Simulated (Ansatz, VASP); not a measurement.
**SrCl2: VASP beside Ansatz**

File INCAR:

```
SYSTEM = SrCl2
  PREC = Accurate
  ENCUT = 520
  EDIFF = 1E-6
  ISMEAR = 0
  SIGMA = 0.05
  LREAL = .FALSE.
  LASPH = .TRUE.
  NELM = 100
  ALGO = Normal
  ISIF = 2
  LWAVE = .FALSE.
  LCHARG = .FALSE.
  GGA = PS
  NBANDS = 19
```

Contents of KPOINTS:

```
regular mesh
0
G
  8 8 8
  0 0 0
```

The input POSCAR:

```
SrCl2
1.0
    2.4416991184      1.4097156433      3.9901315514
   -2.4416991184      1.4097156433      3.9901315514
    0.0000000000     -2.8194312866      3.9901315514
Sr Cl
1 2
Direct
    0.0094581722      0.0094581722     -0.0189163444
    0.2499365507      0.2499365507      0.2499365507
    0.7500634493      0.7500634493      0.7500634493
```

Input for Ansatz:

```yaml
crystal:
  lattice:
    - [2.4416991184, 1.4097156433, 3.9901315514]
    - [-2.4416991184, 1.4097156433, 3.9901315514]
    - [0.0, -2.8194312866, 3.9901315514]
  atoms:
    - { symbol: Sr, position: [0.0094581722, 0.0094581722, -0.0189163444] }
    - { symbol: Cl, position: [0.2499365507, 0.2499365507, 0.2499365507] }
    - { symbol: Cl, position: [0.7500634493, 0.7500634493, 0.7500634493] }
basis:
  ecutwfc: 420
  ecutrho_ratio: 4
kpoints:
  mp_grid: { grid: [8, 8, 8] }
hamiltonian:
  xc: pbesol
scf:
  occupations: { method: gaussian, width: 0.05 }
output:
  forces: true
  stress: true
  eigenvalues: true
```

Alike in both runs: task single point; functional PBEsol; k mesh 8 × 8 × 8; occupations gaussian, width 0.05 eV; no spin polarisation.

```csv
,VASP,Ansatz
version,VASP 6.6.1,Ansatz 0.2.0
potentials or method,"VASP PAW PBE potentials, release 64 (Sr_sv, Cl), cutoff 520 eV","scalar-relativistic, plane waves, PAW"
valence electrons in the cell,24,24
```

```tsv
	VASP	Ansatz	Ansatz less VASP
gap on the k mesh at the Fermi level (eV)	5.24	5.25	+0.010
least direct gap on the mesh (eV)	5.34	5.34	+0.002
pressure (GPa)	0.2	0.1	-0.14
traceless stress, the component that is largest in VASP (GPa)	0.08	0.08	-0.001
rms of the force components (eV/Å)	0.098	0.095	-0.0027
```

VASP's potentials were made for PBE, not for PBEsol. Atom by atom the forces differ by 0.003 eV/Å (rms over components).
